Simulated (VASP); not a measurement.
# Si8C7 (a cell with a defect) in VASP: a series of runs

Runs on Si8C7 (a cell with a defect). Level: PBEsol. Tasks: single point.

Program: VASP 6.6.1. These are calculated values, not measurements. Logs are shortened: lines on timing, memory, paths and dates and some standing lists are left out, and cuts for length are marked.

## (1) The cell of the first run

The cell holds a defect, 15 atoms: a = 6.161 Å, b = 6.161 Å, c = 6.161 Å, α = 60.00°, β = 60.00°, γ = 60.00°.

## (2) Single point, PBEsol

INCAR reads:

```
SYSTEM = Si8C7
  PREC = Accurate
  ENCUT = 520
  EDIFF = 1E-6
  ISMEAR = 0
  SIGMA = 0.05
  LREAL = Auto
  LASPH = .TRUE.
  NELM = 100
  ALGO = Normal
  ISIF = 2
  LWAVE = .FALSE.
  LCHARG = .TRUE.
  GGA = PS
  LELF = .TRUE.
  LVHAR = .TRUE.
  NELECT = 56.0
  NBANDS = 43
```

KPOINTS reads:

```
Automatic mesh
0
G
  6 6 6
  0 0 0
```

POSCAR reads:

```
Si8C7
1.0
    4.3568001662      0.0000000000     -4.3568001662
    0.0000000000      4.3568001662     -4.3568001662
    4.3568001662      4.3568001662      0.0000000000
Si C
8 7
Direct
    0.5000000000      0.0000000000      0.0000000000
    0.5000000000      0.0000000000      0.5000000000
    0.5000000000      0.5000000000      0.0000000000
    0.5000000000      0.5000000000      0.5000000000
    1.0000000000      0.0000000000      0.0000000000
    1.0000000000      0.0000000000      0.5000000000
    1.0000000000      0.5000000000      0.0000000000
    1.0000000000      0.5000000000      0.5000000000
    0.0438502164      0.2061497836      0.4375000000
    0.1250000000      0.6250000000      0.1250000000
    0.1250000000      0.6250000000      0.6250000000
    0.6250000000      0.1250000000      0.1250000000
    0.6250000000      0.1250000000      0.6250000000
    0.6250000000      0.6250000000      0.1250000000
    0.6250000000      0.6250000000      0.6250000000
```

Potentials or basis: VASP PAW PBE potentials, release 64 (Si, C).

Launch:

```console
> cat potpaw_PBE.64/Si/POTCAR potpaw_PBE.64/C/POTCAR > POTCAR
> mpirun -np 1 vasp_std > vasp.out
```

OUTCAR:

```text
SYSTEM = Si8C7
   PREC = Accurate
   ENCUT = 520
   EDIFF = 1E-6
   ISMEAR = 0
   LREAL = Auto
   LASPH = .TRUE.
   NELM = 100
   ISIF = 2
   GGA = PS
   NELECT = 56.0

 ion  position               nearest neighbor table
   1  0.500  0.000  0.000-  12 1.89  13 1.89  14 1.89   2 3.08   3 3.08   5 3.08   2 3.08   4 3.08
                             6 3.08   3 3.08   4 3.08   7 3.08   5 3.08   6 3.08   7 3.08
   2  0.500  0.000  0.500-  13 1.89  12 1.89  15 1.89   9 2.59   4 3.08   6 3.08   1 3.08   1 3.08
                             3 3.08   5 3.08   3 3.08   4 3.08   8 3.08   5 3.08   6 3.08   8 3.08
   3  0.500  0.500  0.000-  14 1.89  12 1.89  10 1.89  15 1.89   4 3.08   7 3.08   1 3.08   2 3.08
                             4 3.08   8 3.08   1 3.08   2 3.08   5 3.08   5 3.08   7 3.08   8 3.08
   4  0.500  0.500  0.500-  15 1.89  13 1.89  14 1.89  11 1.89   3 3.08   8 3.08   2 3.08   1 3.08
                             3 3.08   7 3.08   1 3.08   2 3.08   6 3.08   6 3.08   7 3.08   8 3.08
   5  0.000  0.000  0.000-  10 1.89  12 1.89   7 3.08   1 3.08   6 3.08   2 3.08   6 3.08   8 3.08
                             3 3.08   7 3.08   8 3.08   1 3.08   2 3.08   3 3.08
   6  0.000  0.000  0.500-   9 1.26  11 1.89  13 1.89   2 3.08   5 3.08   8 3.08   1 3.08   5 3.08
                             7 3.08   4 3.08   7 3.08   8 3.08   1 3.08   2 3.08   4 3.08
   7  0.000  0.500  0.000-  10 1.89  11 1.89  14 1.89   9 2.44   5 3.08   8 3.08   3 3.08   4 3.08
                             6 3.08   8 3.08   1 3.08   5 3.08   6 3.08   1 3.08   3 3.08   4 3.08
   8  0.000  0.500  0.500-  11 1.89  10 1.89  15 1.89   9 1.90   6 3.08   7 3.08   4 3.08   3 3.08
                             5 3.08   7 3.08   2 3.08   5 3.08   6 3.08   2 3.08   3 3.08   4 3.08
   9  0.044  0.206  0.438-   6 1.26   8 1.90   7 2.44   2 2.59
  10  0.125  0.625  0.125-   7 1.89   5 1.89   3 1.89   8 1.89
  11  0.125  0.625  0.625-   8 1.89   6 1.89   7 1.89   4 1.89
  12  0.625  0.125  0.125-   1 1.89   2 1.89   3 1.89   5 1.89
  13  0.625  0.125  0.625-   2 1.89   1 1.89   4 1.89   6 1.89
  14  0.625  0.625  0.125-   3 1.89   1 1.89   4 1.89   7 1.89
  15  0.625  0.625  0.625-   4 1.89   3 1.89   2 1.89   8 1.89

 -----------------------------------------------------------------------------
|                                                                             |
|           W    W    AA    RRRRR   N    N  II  N    N   GGGG   !!!           |
|           W    W   A  A   R    R  NN   N  II  NN   N  G    G  !!!           |
|           W    W  A    A  R    R  N N  N  II  N N  N  G       !!!           |
|           W WW W  AAAAAA  RRRRR   N  N N  II  N  N N  G  GGG   !            |
|           WW  WW  A    A  R   R   N   NN  II  N   NN  G    G                |
|           W    W  A    A  R    R  N    N  II  N    N   GGGG   !!!           |
|                                                                             |
|     The distance between some ions is very small. Please check the          |
|     nearest-neighbor list in the OUTCAR file.                               |
|     I HOPE YOU KNOW WHAT YOU ARE DOING!                                     |
|                                                                             |
 -----------------------------------------------------------------------------

  LATTYP: Found a face centered cubic cell.
 ALAT       =     8.7136003324

  Lattice vectors:

 A1 = (   4.3568001662,   0.0000000000,  -4.3568001662)
 A2 = (   0.0000000000,   4.3568001662,  -4.3568001662)
 A3 = (   4.3568001662,   4.3568001662,   0.0000000000)

Analysis of symmetry for initial positions (statically):
=====================================================================
 Subroutine PRICEL returns:
 Original cell was already a primitive cell.

 Routine SETGRP: Setting up the symmetry group for a
 face centered cubic supercell.

 Subroutine GETGRP returns: Found  1 space group operations
 (whereof  1 operations were pure point group operations)
 out of a pool of 48 trial point group operations.

The static configuration has the point symmetry C_1 .

Analysis of symmetry for dynamics (positions and initial velocities):
=====================================================================
 Subroutine PRICEL returns:
 Original cell was already a primitive cell.

 Routine SETGRP: Setting up the symmetry group for a
 face centered cubic supercell.

 Subroutine GETGRP returns: Found  1 space group operations
 (whereof  1 operations were pure point group operations)
 out of a pool of 48 trial point group operations.

The dynamic configuration has the point symmetry C_1 .

 Subroutine INISYM returns: Found  1 space group operations
 (whereof  1 operations are pure point group operations),
 and found     1 'primitive' translations

----------------------------------------------------------------------------------------

                                     Primitive cell

  volume of cell :     165.3990

  direct lattice vectors                    reciprocal lattice vectors
     4.356800166  0.000000000 -4.356800166     0.114763125 -0.114763125 -0.114763125
     0.000000000  4.356800166 -4.356800166    -0.114763125  0.114763125 -0.114763125
     4.356800166  4.356800166  0.000000000     0.114763125  0.114763125  0.114763125

  length of vectors
     6.161445884  6.161445884  6.161445884     0.198775563  0.198775563  0.198775563

  position of ions in fractional coordinates (direct lattice)
[... 36 lines left out ...]
 KPOINTS: Automatic mesh

Automatic generation of k-mesh.
 Grid dimensions read from file:
 generate k-points for:    6    6    6

 Generating k-lattice:

  Cartesian coordinates                     Fractional coordinates (reciprocal lattice)
     0.019127187 -0.019127187 -0.019127187     0.166666667  0.000000000  0.000000000
    -0.019127187  0.019127187 -0.019127187     0.000000000  0.166666667  0.000000000
     0.019127187  0.019127187  0.019127187     0.000000000  0.000000000  0.166666667

  Length of vectors
     0.033129260  0.033129260  0.033129260

  Shift w.r.t. Gamma in fractional coordinates (k-lattice)
     0.000000000  0.000000000  0.000000000

 Subroutine IBZKPT returns following result:
 ===========================================

 Found    112 irreducible k-points:

 Following reciprocal coordinates:
            Coordinates               Weight
  0.000000  0.000000  0.000000      1.000000
  0.166667  0.000000  0.000000      2.000000
  0.000000  0.166667  0.000000      2.000000
  0.000000  0.000000  0.166667      2.000000
  0.166667  0.166667  0.166667      2.000000
  0.333333  0.000000  0.000000      2.000000
[... 16 lines left out ...]
  0.166667 -0.166667 -0.166667      2.000000
  0.333333  0.333333  0.166667      2.000000
 [... further k-points ...]
   k-points           NKPTS =    112   k-points in BZ     NKDIM =    112   number of bands    NBANDS=     43
   number of dos      NEDOS =    301   number of ions     NIONS =     15
   total plane-waves  NPLWV = 110592
   dimension x,y,z NGX =    48 NGY =   48 NGZ =   48
   dimension x,y,z NGXF=    96 NGYF=   96 NGZF=   96
   ions per type =               8   7
   NGX,Y,Z   is equivalent  to a cutoff of  12.95, 12.95, 12.95 a.u.
   NGXF,Y,Z  is equivalent  to a cutoff of  25.90, 25.90, 25.90 a.u.
 SYSTEM =  Si8C7
   PREC   = accura    normal or accurate (medium, high low for compatibility)
   ISTART =      0    job   : 0-new  1-cont  2-samecut
   ICHARG =      2    charge: 1-file 2-atom 10-const
   ISPIN  =      1    spin polarized calculation?
   LNONCOLLINEAR =      F non collinear calculations
   LSORBIT =      F    spin-orbit coupling
   LASPH  =      T    aspherical Exc in radial PAW
   ENCUT  =  520.0 eV  38.22 Ry    6.18 a.u.  11.46 11.46 11.46*2*pi/ulx,y,z
   NELM   =    100;   NELMIN=  2; NELMDL= -5     # of ELM steps
   EDIFF  = 0.1E-05   stopping-criterion for ELM
   LREAL  =      T    real-space projection
   EDIFFG = 0.1E-04   stopping-criterion for IOM
   NSW    =      0    number of steps for IOM
   IBRION =     -1    ionic relax: 0-MD 1-quasi-New 2-CG
   NFREE  =      0    steps in history (QN), initial steepest desc. (CG)
   ISIF   =      2    stress and relaxation
   ISYM   =      2    0-nonsym 1-usesym 2-fastsym
   POTIM  = 0.5000    time-step for ionic-motion
   TEBEG  =    0.0;   TEEND  =   0.0 temperature during run
   PSTRESS=    0.0 pullay stress
   NELECT =      56.0000    total number of electrons
   NUPDOWN=      -1.0000    fix difference up-down
   EMIN   =  10.00;   EMAX   =-10.00  energy-range for DOS
   EFERMI =   0.00;   METHOD = LEGACY
   ISMEAR =     0;   SIGMA  =   0.05  broadening in eV -4-tet -1-fermi 0-gaus
   EFERMI_NEDOS =   21; number of points for ismear=-14 and -15
   IALGO  =     38    algorithm
   IMIX   =      4    mixing-type and parameters
     AMIX     =   0.40;   BMIX     =  1.00
     AMIX_MAG =   1.60;   BMIX_MAG =  1.00
  volume/ion in A,a.u.               =      11.03        74.41
  Fermi-wavevector in a.u.,A,eV,Ry     =   1.141020  2.156215 17.713783  1.301926
  Thomas-Fermi vector in A             =   2.277721
   LORBIT       =      0    0 simple, 1 ext, 2 COOP (PROOUT), +10 PAW based schemes
   GGA     = PS    functional components
   LHFCALC =     F    Hartree Fock is set to
   AEXX    =    0.0000 exact exchange contribution
   IVDW    =     0    specifies the selected vdW correction
   LEPSILON=     F    determine dielectric tensor
   LRPA    =     F    only Hartree local field effects (RPA)
 non-spin polarized calculation
 Gauss-broadening in eV      SIGMA  =   0.05
  energy-cutoff  :      520.00
  volume of cell :      165.40
 maximum number of plane-waves:      4477
 NGX is ok and might be reduce to    48
   NGX = 23   NGY = 23   NGZ = 23

 number of electron      56.0000006 magnetization

 Free energy of the ion-electron system (eV)
  ---------------------------------------------------
  ext. energy  EPLUGINS =         0.00000000
  ---------------------------------------------------
  free energy    TOTEN  =      -133.24030003 eV

  energy without entropy =     -133.23355767  energy(sigma->0) =     -133.23692885

 E-fermi :   7.1178     XC(G=0): -11.0181

 val. band max:        7.1177064736   @ k =   0.1667   0.0000   0.1667
 cond. band min:       7.1309196745   @ k =   0.0000   0.1667   0.1667
 fundamental gap:      0.0132132009
 Fermi energy:         7.1177576064

 k-point     1 :       0.0000    0.0000    0.0000
  band No.  band energies     occupation
      1      -7.4405      2.00000
      2      -4.6799      2.00000
      3      -4.2206      2.00000
      4      -3.9781      2.00000
      5      -3.2523      2.00000
      6      -2.9561      2.00000
[... 1021 lines left out ...]
     39      13.6392      0.00000
     40      13.9709      0.00000

 [... further k-points ...]

 [bands above 40 left out]

------------------------ aborting loop because EDIFF is reached ----------------------------------------

  FORCE on cell =-STRESS in cart. coord.  units (eV):
  Direction    XX          YY          ZZ          XY          YZ          ZX
  --------------------------------------------------------------------------------------
  -------------------------------------------------------------------------------------
  Total      -49.1353546    -33.0595563     -3.1564341     -1.3168103    -23.9101944      4.2910286
  in kB     -475.9614293   -320.2393424    -30.5755577    -12.7555993   -231.6118481     41.5660809
  external PRESSURE =    -275.5921098 kB  Pullay stress =       0.0000000 kB

 VOLUME and BASIS-vectors are now :
 -----------------------------------------------------------------------------
  energy-cutoff  :      520.00
  volume of cell :      165.40
      direct lattice vectors                 reciprocal lattice vectors
     4.356800166  0.000000000 -4.356800166     0.114763125 -0.114763125 -0.114763125
     0.000000000  4.356800166 -4.356800166    -0.114763125  0.114763125 -0.114763125
     4.356800166  4.356800166  0.000000000     0.114763125  0.114763125  0.114763125

 POSITION                                       TOTAL-FORCE (eV/Angst)
 -----------------------------------------------------------------------------------
      2.17840      0.00000     -2.17840         1.104880     -1.491242     -0.810139
      4.35680      2.17840     -2.17840         0.608797     -1.387888     -0.559155
      2.17840      2.17840     -4.35680         0.032703      0.068291     -0.161773
      4.35680      4.35680     -4.35680         0.010813     -0.016233     -0.171973
      0.00000      0.00000      0.00000         0.147946      0.164876      1.212650
      2.17840      2.17840      0.00000         2.980667    -22.974241     41.131550
      0.00000      2.17840     -2.17840        -0.941256      1.445149     -0.475140
      2.17840      4.35680     -2.17840        -1.544184      0.504524     -0.153344
      2.09715      2.80425     -1.08920        -0.253926     23.056281    -40.393763
      1.08920      3.26760     -3.26760        -0.390239     -0.638098     -1.585118
      3.26760      5.44600     -3.26760         0.620511     -1.052650      0.338579
      3.26760      1.08920     -3.26760        -0.478088      0.356533     -0.323089
      5.44600      3.26760     -3.26760        -1.322764      1.164445      1.160187
      3.26760      3.26760     -5.44600         0.014831      0.098056      0.433842
      5.44600      5.44600     -5.44600        -0.590691      0.702196      0.356686
 -----------------------------------------------------------------------------------
    total drift:                                0.010528     -0.009817     -0.001558

  FREE ENERGIE OF THE ION-ELECTRON SYSTEM (eV)
  ---------------------------------------------------
  free  energy   TOTEN  =      -133.2403000296 eV

  energy  without entropy=     -133.2335576685  energy(sigma->0) =     -133.23692885
```

It took 15 min on 1 thread of Intel Xeon Platinum 8488C (Sapphire Rapids), shared host; peak memory 0.6 GiB.

Results:

```
Free energy   : -133.2403 eV
Largest force : 47.207 eV/Å
```

Forces on the atoms (eV/Å):
```
Si    1.105  -1.491  -0.810
Si    0.609  -1.388  -0.559
Si    0.033   0.068  -0.162
Si    0.011  -0.016  -0.172
Si    0.148   0.165   1.213
Si    2.981 -22.974  41.132
Si   -0.941   1.445  -0.475
Si   -1.544   0.505  -0.153
C    -0.254  23.056 -40.394
C    -0.390  -0.638  -1.585
C     0.621  -1.053   0.339
C    -0.478   0.357  -0.323
C    -1.323   1.164   1.160
C     0.015   0.098   0.434
C    -0.591   0.702   0.357
```

Levels at points of the mesh, in eV from the Fermi level:
| k point | band 25 | band 26 | band 27 | band 28 | band 29 | band 30 | band 31 | band 32 |
| --- | --- | --- | --- | --- | --- | --- | --- | --- |
| (0.00, 0.00, 0.00) | -0.42 | -0.06 | -0.01 | 0.32 | 0.61 | 1.29 | 2.57 | 3.31 |
| (0.50, 0.00, 0.00) | -1.36 | -1.08 | -0.06 | 0.10 | 0.20 | 0.48 | 2.09 | 3.23 |
| (0.00, 0.50, 0.00) | -1.15 | -0.93 | -0.25 | 0.12 | 0.12 | 0.35 | 1.92 | 3.03 |
| (0.00, 0.00, 0.50) | -0.87 | -0.81 | -0.67 | -0.23 | 0.05 | 0.76 | 2.52 | 2.84 |
| (0.50, 0.50, 0.50) | -0.93 | -0.79 | -0.73 | -0.50 | -0.06 | 1.45 | 2.18 | 3.18 |
| (0.50, 0.50, 0.00) | -0.95 | -0.70 | -0.66 | -0.65 | -0.22 | -0.03 | 2.12 | 3.25 |
| (0.00, 0.50, 0.50) | -0.89 | -0.86 | -0.82 | -0.56 | 0.57 | 1.22 | 1.87 | 2.72 |
| (0.50, 0.00, 0.50) | -0.90 | -0.86 | -0.82 | -0.39 | 0.39 | 1.08 | 1.47 | 2.81 |

Caveat: the cell carries a net charge on a neutralising background, which shifts energy and pressure; the cell differs from its parent crystal (atoms taken out, atom 9 moved 0.375 of the way to it and -0.500 Å across, host rigid); the cell is charged against a uniform background, so pressure and absolute levels hang on convention; atoms lie so close that the PAW spheres overlap strongly, which falsifies energies and pressures; the PAW data sets were made with another functional, which shifts forces and pressure a little.

[end of part 1 of 2]
